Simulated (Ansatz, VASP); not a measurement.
Be in VASP and in Ansatz

INCAR

```
SYSTEM = Be
PREC     = Accurate       ! precision mode
ENCUT    = 520            ! plane-wave cutoff, eV
EDIFF    = 1E-6           ! SCF threshold, eV
ISMEAR   = 0              ! smearing method
SIGMA    = 0.15           ! smearing width, eV
LREAL    = .FALSE.        ! projectors in reciprocal space
LASPH    = .TRUE.         ! aspherical terms in the spheres
NELM     = 60             ! most SCF steps
ALGO     = Fast           ! electronic algorithm
ISIF     = 2              ! what is computed and relaxed
LWAVE    = .FALSE.        ! write WAVECAR
LCHARG   = .TRUE.         ! write CHGCAR
GGA      = PE             ! functional
IVDW     = 12             ! dispersion correction
LELF     = .TRUE.         ! ELF
LVHAR    = .TRUE.       
NBANDS   = 9              ! bands
```

The input KPOINTS:

```
Automatic mesh
0
G
  24 24 12
  0 0 0
```

Contents of POSCAR:

```
Be
1.0
    2.2141966284      0.0000000000      0.0000000000
   -1.1070983142      1.9175505292      0.0000000000
    0.0000000000      0.0000000000      3.5001053904
Be
2
Direct
    0.3068007699      0.7391549781      0.2500000000
    0.6931992301      0.2608450219      0.7500000000
```

Input for Ansatz:

```yaml
crystal:
  lattice:
    - [2.2141966284, 0.0, 0.0]
    - [-1.1070983142, 1.9175505292, 0.0]
    - [0.0, 0.0, 3.5001053904]
  atoms:
    - { symbol: Be, position: [0.3068007699, 0.7391549781, 0.25] }
    - { symbol: Be, position: [0.6931992301, 0.2608450219, 0.75] }
basis:
  ecutwfc: 520.0
kpoints:
  mp_grid: { grid: [24, 24, 12] }
hamiltonian:
  xc: pbe
  dispersion: d3bj
scf:
  occupations: { method: gaussian, width: 0.15 }
output:
  forces: true
  stress: true
  eigenvalues: true
```

Change from the starting cell: mode 4 frozen in at -0.139 Å and mode 5 at +0.139 Å (largest displacements).

Alike in both runs: task single point; functional PBE; dispersion D3(BJ); k mesh 24 × 24 × 12; occupations gaussian, width 0.15 eV; no spin polarisation.

|  | VASP | Ansatz |
| --- | --- | --- |
| version | VASP 6.6.1 | Ansatz 0.2.0 |
| potentials or method | VASP PAW PBE potentials, release 64 (Be), cutoff 520 eV | scalar-relativistic, plane waves, PAW |
| valence electrons in the cell | 4 | 4 |

|  | VASP | Ansatz | Ansatz less VASP |
| --- | --- | --- | --- |
| gap on the k mesh at the Fermi level (eV) | none | none | - |
| pressure (GPa) | 2.6 | 2.5 | -0.18 |
| traceless stress, the component that is largest in VASP (GPa) | -9.66 | -9.62 | +0.044 |
| rms of the force components (eV/Å) | 0.569 | 0.569 | 0.0000 |

Atom by atom the forces differ by 0.000 eV/Å (rms over components). A gap of «none» marks a metal or a gap that the smearing closes.
